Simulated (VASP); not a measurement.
# Mg16O17 (a cell with a defect) (O interstitial hop between voids) in VASP: a series of runs, part 2 of 3

VASP 6.6.1. Earlier steps stand in the parts before.

## Step 4: Single point, PBE

The input, INCAR:

```
PREC = Accurate
ENCUT = 520
EDIFF = 1E-6
ISMEAR = -1
SIGMA = 0.01
LREAL = Auto
LASPH = True
NELM = 100
ALGO = Normal
ISIF = 2
LWAVE = False
LCHARG = False
GGA = PE
NELECT = 136.0
NBANDS = 89
```

The input, KPOINTS:

```
Automatic mesh
0
Gamma
  1 1 1
  0.25 0.25 0.25
```

The input, POSCAR:

```
Mg16O17
1.0
   -4.2543812300      4.2543812300      4.2543812300
    4.2543812300     -4.2543812300      4.2543812300
    4.2543812300      4.2543812300     -4.2543812300
Mg O
16 17
Direct
    0.0029046527      0.0027539845      0.0035269524
    0.0026348132      0.2569473540      0.7509036749
    0.0047533352      0.4977606344      0.4985291363
    0.0026364586      0.7501249483      0.2577016353
    0.2571074243      0.0025245739      0.7508928625
    0.2434303472      0.2432957801      0.4964464597
    0.2434589060      0.4956783104      0.2440844964
    0.2570660552      0.7501042637      0.0032577005
    0.4978708737      0.0045440216      0.4984968167
    0.4958124075      0.2432695718      0.2440367809
    0.4978778077      0.4977618097      0.0053383791
    0.4976690817      0.7502085092      0.7509592646
    0.7502752639      0.0025322131      0.2577509961
    0.7502840783      0.2569995355      0.0033002449
    0.7501939360      0.4974364980      0.7508073037
    0.7502986515      0.7500903956      0.4982482494
    0.0068016942      0.0066727683      0.5130488741
   -0.0118615369      0.2445236907      0.2452910173
    0.0067909993      0.5122757887      0.0074243464
    0.0662056324      0.7501484534      0.7508801697
    0.2446501486     -0.0120331247      0.2452792647
    0.2446553197      0.2445243959     -0.0112486393
    0.2558741075      0.4936213721      0.7509024996
    0.2558773982      0.7501296493      0.4943735378
    0.5123990734      0.0066719456      0.0074346887
    0.4937250299      0.2557597548      0.7509059079
    0.4343280257      0.4341303471      0.4349311686
    0.4937364299      0.7501256534      0.2565232030
    0.7502432968      0.0660992715      0.7509184832
    0.7502787897      0.2557368372      0.4943658987
    0.7502771443      0.4936018628      0.2565079247
    0.7502550494      0.7501598534      0.0668661280
    0.7502478803      0.7501271812      0.7508869862
```

Potentials or basis: VASP PAW PBE potentials, release 64 (Mg, O).

Launch:

```
cat potpaw_PBE.64/Mg/POTCAR potpaw_PBE.64/O/POTCAR > POTCAR
mpirun -np 1 vasp_std > vasp.out
```

OUTCAR:

```text
PREC = Accurate
   ENCUT = 520
   EDIFF = 1E-6
   ISMEAR = -1
   LREAL = Auto
   LASPH = True
   NELM = 100
   ISIF = 2
   GGA = PE
   NELECT = 136.0

 ion  position               nearest neighbor table
   1  0.003  0.003  0.004-  33 1.86  21 2.12  22 2.12  18 2.12  20 2.45  32 2.45  29 2.45  10 2.97
                             6 2.97   7 2.97  12 3.04  16 3.04  15 3.04   4 3.05   8 3.05   2 3.05
   2  0.003  0.257  0.751-  29 1.92  23 2.09  22 2.10  17 2.10  30 2.16  19 2.16  15 2.97  13 2.97
                             8 2.97   7 2.97   3 2.97  11 2.98   6 2.98  14 3.04   9 3.04   1 3.05
   3  0.005  0.498  0.499-  20 1.92  18 2.09  30 2.10  31 2.10  23 2.16  24 2.16  12 2.97   6 2.97
                             7 2.97   2 2.97   4 2.97  13 2.98  14 2.98   8 3.04   5 3.04  16 3.05
   4  0.003  0.750  0.258-  32 1.92  24 2.09  21 2.10  19 2.10  31 2.16  17 2.16  16 2.97  14 2.97
                             6 2.97   5 2.97   3 2.97   9 2.98   7 2.98  11 3.04  13 3.04   1 3.05
   5  0.257  0.003  0.751-  20 1.92  26 2.09  17 2.10  22 2.10  24 2.16  25 2.16  12 2.97  10 2.97
                             9 2.97  14 2.97   4 2.97   6 2.98  11 2.98   3 3.04   8 3.04  16 3.05
   6  0.243  0.243  0.496-  27 1.92  17 2.09  26 2.10  23 2.10  18 2.16  21 2.16   1 2.97   3 2.97
                            13 2.97   4 2.97   9 2.97   5 2.98   2 2.98   7 3.04  10 3.04  15 3.05
   7  0.243  0.496  0.244-  27 1.92  19 2.09  28 2.10  24 2.10  18 2.16  22 2.16   1 2.97   3 2.97
                            11 2.97  14 2.97   2 2.97   8 2.98   4 2.98   6 3.04  10 3.04  16 3.05
   8  0.257  0.750  0.003-  20 1.92  28 2.09  19 2.10  21 2.10  23 2.16  25 2.16  12 2.97  11 2.97
                             2 2.97  10 2.97  13 2.97   9 2.98   7 2.98   3 3.04   5 3.04   1 3.05
   9  0.498  0.005  0.498-  29 1.92  21 2.09  28 2.10  24 2.10  30 2.16  26 2.16  15 2.97  13 2.97
[... 16 lines left out ...]
  18  0.988  0.245  0.245-   3 2.09  13 2.10  14 2.10   1 2.12   6 2.16   7 2.16
  19  0.007  0.512  0.007-   7 2.09   8 2.10   4 2.10  15 2.12  14 2.16   2 2.16
  20  0.066  0.750  0.751-   5 1.92   3 1.92   8 1.92  16 2.45   1 2.45  15 2.45
  21  0.245  0.988  0.245-   9 2.09   4 2.10   8 2.10   1 2.12  10 2.16   6 2.16
  22  0.245  0.245  0.989-  11 2.09   2 2.10   5 2.10   1 2.12   7 2.16  10 2.16
[... 8 lines left out ...]
  31  0.750  0.494  0.257-  14 2.09  10 2.10   3 2.10  16 2.12   4 2.16  11 2.16
  32  0.750  0.750  0.067-  13 1.92  11 1.92   4 1.92  12 2.45   1 2.45  15 2.45
  33  0.750  0.750  0.751-  12 1.86   1 1.86  16 1.86  15 1.86

  LATTYP: Found a body centered cubic cell.
[... 205 lines left out ...]
  volume of cell :      308.01
 maximum number of plane-waves:      8280
 NGX is ok and might be reduce to    54
   NGX = 27   NGY = 27   NGZ = 27

 number of electron     136.0000000 magnetization

 Free energy of the ion-electron system (eV)
  ---------------------------------------------------
  ext. energy  EPLUGINS =         0.00000000
  ---------------------------------------------------
  free energy    TOTEN  =      -180.73784429 eV

  energy without entropy =     -180.73784429  energy(sigma->0) =     -180.73784429

 E-fermi :   5.1704     XC(G=0): -11.1370

 val. band max:        4.9000851769   @ k =   0.2500   0.2500   0.2500
 cond. band min:       9.9179209166   @ k =   0.2500   0.2500   0.2500
 fundamental gap:      5.0178357397
 Fermi energy:         5.1703728167

 k-point     1 :       0.2500    0.2500    0.2500
  band No.  band energies     occupation
      1     -13.7519      2.00000
      2     -13.7517      2.00000
      3     -13.7515      2.00000
      4     -13.4309      2.00000
      5     -12.9974      2.00000
      6     -12.9973      2.00000
[... 72 lines left out ...]
     79      12.6510      0.00000
     80      12.6511      0.00000
 [bands above 80 left out]

------------------------ aborting loop because EDIFF is reached ----------------------------------------

  FORCE on cell =-STRESS in cart. coord.  units (eV):
  Direction    XX          YY          ZZ          XY          YZ          ZX
  --------------------------------------------------------------------------------------
  -------------------------------------------------------------------------------------
  Total       37.2551290     37.2245387     37.2308725     -0.0001244      0.0029458      0.0021244
  in kB      193.7882547    193.6291345    193.6620803     -0.0006472      0.0153233      0.0110502
  external PRESSURE =     193.6931565 kB  Pullay stress =       0.0000000 kB

 VOLUME and BASIS-vectors are now :
 -----------------------------------------------------------------------------
  energy-cutoff  :      520.00
  volume of cell :      308.01
      direct lattice vectors                 reciprocal lattice vectors
    -4.254381230  4.254381230  4.254381230     0.000000000  0.117525904  0.117525904
     4.254381230 -4.254381230  4.254381230     0.117525904  0.000000000  0.117525904
     4.254381230  4.254381230 -4.254381230     0.117525904  0.117525904  0.000000000

 POSITION                                       TOTAL-FORCE (eV/Angst)
 -----------------------------------------------------------------------------------
      0.01436      0.01565      0.00907        -0.004267     -0.004455     -0.003904
      4.27657      2.11269     -2.09027        -0.001454      0.001342     -0.002053
      4.21837      0.02349      0.01695         0.003065     -0.002213     -0.001781
      4.27646     -2.08374      2.10617        -0.000627     -0.000739      0.000811
      2.11149      4.27768     -2.09001         0.002023     -0.001891     -0.002754
      2.11150      2.11264     -0.04135         0.001482      0.000915      0.002935
[... 25 lines left out ...]
      0.28407      0.28488      6.09886         0.002766      0.003203     -0.004099
      3.19405      3.19507      3.18861        -0.003832     -0.004227      0.002290
 -----------------------------------------------------------------------------------
    total drift:                               -0.006903     -0.002578      0.004706

  FREE ENERGIE OF THE ION-ELECTRON SYSTEM (eV)
  ---------------------------------------------------
  free  energy   TOTEN  =      -180.7378442896 eV

  energy  without entropy=     -180.7378442896  energy(sigma->0) =     -180.73784429
```

OSZICAR:

```text
N       E                     dE             d eps       ncg     rms          rms(c)
DAV:   1     0.754008953895E+03    0.75401E+03   -0.68655E+04   186   0.141E+03
DAV:   2    -0.158967592837E+03   -0.91298E+03   -0.89587E+03   227   0.304E+02
DAV:   3    -0.212630228611E+03   -0.53663E+02   -0.53460E+02   212   0.773E+01
DAV:   4    -0.213073270700E+03   -0.44304E+00   -0.44217E+00   220   0.774E+00
DAV:   5    -0.213078182294E+03   -0.49116E-02   -0.49093E-02   212   0.760E-01    0.319E+01
DAV:   6    -0.181210459086E+03    0.31868E+02   -0.13732E+02   195   0.379E+01    0.943E+00
DAV:   7    -0.180981907343E+03    0.22855E+00   -0.36546E+00   204   0.758E+00    0.596E+00
DAV:   8    -0.180757961337E+03    0.22395E+00   -0.49346E-01   204   0.312E+00    0.152E+00
DAV:   9    -0.180736008904E+03    0.21952E-01   -0.67582E-02   220   0.148E+00    0.450E-01
DAV:  10    -0.180739013889E+03   -0.30050E-02   -0.64204E-02   204   0.885E-01    0.329E-01
DAV:  11    -0.180737781770E+03    0.12321E-02   -0.12408E-02   220   0.425E-01    0.430E-02
DAV:  12    -0.180737850001E+03   -0.68231E-04   -0.99952E-04   196   0.120E-01    0.231E-02
DAV:  13    -0.180737850773E+03   -0.77225E-06   -0.14096E-04   220   0.430E-02    0.197E-02
DAV:  14    -0.180737846810E+03    0.39631E-05   -0.20364E-05   212   0.193E-02    0.130E-02
DAV:  15    -0.180737844629E+03    0.21809E-05   -0.26420E-05   188   0.174E-02    0.366E-03
DAV:  16    -0.180737844290E+03    0.33922E-06   -0.11654E-06   132   0.464E-03
   1 F= -.18073784E+03 E0= -.18073784E+03  d E =-.301816E-11
```

It took 67 s on 1 thread of AMD EPYC 9R14 (Zen 4), shared host; peak memory 0.37 GiB.

What came out:

| Quantity | Value |
| --- | --- |
| Free energy | -180.7378 eV |
| Largest force | 0.016 eV/Å |

Forces on the atoms (eV/Å):
```
Mg  -0.004 -0.004 -0.004
Mg  -0.001  0.001 -0.002
Mg   0.003 -0.002 -0.002
Mg  -0.001 -0.001  0.001
Mg   0.002 -0.002 -0.003
Mg   0.001  0.001  0.003
Mg   0.002  0.002  0.002
Mg   0.001 -0.003 -0.001
Mg  -0.001  0.002 -0.001
Mg   0.003  0.001  0.002
Mg  -0.001 -0.001  0.001
Mg  -0.004  0.003  0.004
Mg  -0.001 -0.001  0.001
Mg  -0.003  0.001 -0.002
Mg   0.005 -0.003  0.005
Mg   0.005  0.004 -0.004
O    0.000  0.001  0.014
O    0.015  0.003  0.003
O   -0.002  0.015  0.000
O   -0.006  0.005  0.004
O    0.001  0.015  0.003
O    0.003  0.002  0.014
O    0.001 -0.001 -0.014
O    0.001 -0.015 -0.002
O    0.015 -0.001  0.001
O   -0.003  0.003 -0.014
O   -0.004 -0.006 -0.004
O    0.001 -0.015 -0.001
O    0.003 -0.005  0.004
O   -0.014  0.001 -0.003
O   -0.015  0.000 -0.001
O    0.003  0.003 -0.004
O   -0.004 -0.004  0.002
```

Levels at points of the mesh, in eV from the Fermi level:
| k point | band 64 | band 65 | band 66 | band 67 | band 68 | band 69 | band 70 | band 71 | band 72 | band 73 |
| --- | --- | --- | --- | --- | --- | --- | --- | --- | --- | --- |
| (0.25, 0.25, 0.25) | -2.14 | -1.80 | -0.27 | -0.27 | -0.27 | 4.75 | 4.75 | 4.75 | 5.27 | 6.97 |

Caveat: the k points lie up to 1.04 Å⁻¹ apart; the cell carries a net charge on a neutralising background, which shifts energy and pressure; the cell is charged against a uniform background, so pressure and absolute levels hang on convention.

(Continued in part 3 of 3.)
